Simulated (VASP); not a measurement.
A run of VASP 6.6.1 is set up as follows.

POSCAR

```
BaF2
1.0
    0.0000000000      3.1000500000      3.1000500000
    3.1000500000      0.0000000000      3.1000500000
    3.1000500000      3.1000500000      0.0000000000
Ba F
1 2
Direct
    0.0000000000      0.0000000000      0.0000000000
    0.2500000000      0.2500000000      0.2500000000
    0.7500000000      0.7500000000      0.7500000000
```

INCAR.step1

```
SYSTEM = BaF2
PREC = Accurate ; ENCUT = 660
ISMEAR = 0 ; SIGMA = 0.02
LREAL = .FALSE. ; LASPH = .TRUE.
NELM = 120 ; NBANDS = 19
GGA = PE ; ALGO = Normal
EDIFF = 1E-5 ; LWAVE = .TRUE.
LCHARG = .FALSE. ; GGA_COMPAT = .FALSE.
```

Contents of INCAR.step2:

```
SYSTEM = BaF2
PREC = Accurate ; ENCUT = 660
EDIFF = 1E-6 ; ISMEAR = 0
SIGMA = 0.02 ; LREAL = .FALSE.
LASPH = .TRUE. ; NELM = 120
ALGO = Normal ; ISIF = 2
LWAVE = .FALSE. ; LCHARG = .FALSE.
METAGGA = R2SCAN ; LMIXTAU = .TRUE.
NBANDS = 19 ; ISTART = 1
GGA_COMPAT = .FALSE.
```

File KPOINTS:

```
regular mesh
0
G
  6 6 6
  0 0 0
```

Potentials or basis: VASP PAW PBE potentials, release 64 (Ba_sv, F).

The run is started by

```sh
$ cat potpaw_PBE.64/Ba_sv/POTCAR potpaw_PBE.64/F/POTCAR > POTCAR
$ cp INCAR.step1 INCAR
$ mpirun -np 1 vasp_std > vasp.out
$ cp INCAR.step2 INCAR
$ mpirun -np 1 vasp_std > vasp.out
```

(1) What does it give for the pressure?

(2) Predict the band gap on the k mesh.

Results:

(1) 0.7 GPa.

(2) 7.35 eV (least direct gap 7.42 eV).

Caveat: the PAW data sets were made with another functional, which shifts forces and pressure a little; spin-orbit coupling is left out, which moves the levels of the heavy elements.
